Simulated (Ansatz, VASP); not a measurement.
# Mo in VASP and in Ansatz

```
Mo
1.0
    -1.58042    1.58042    1.58042
     1.58042   -1.58042    1.58042
     1.58042    1.58042   -1.58042
Mo
1
Direct
  0.00000 0.00000 0.00000
```

Alike in both runs: functional PBE; k mesh 19 × 19 × 19; occupations fermi-dirac, width 0.1 eV; no spin polarisation.

Ansatz relaxed the structure, and its values are those at the end. VASP's run is a single point on that final structure, the one shown.

|  | VASP | Ansatz |
| --- | --- | --- |
| version | VASP 6.6.1 | Ansatz 0.2.0 |
| potentials or method | VASP PAW PBE potentials, release 64 (Mo_sv) | PAW with Ansatz's default frozen-core files, scalar-relativistic |
| plane-wave cutoff (eV) | 520 | 420 |
| valence electrons in the cell | 14 | 14 |

```tsv
	VASP	Ansatz	Ansatz less VASP
pressure (GPa)	0.5	0.0	-0.51
```
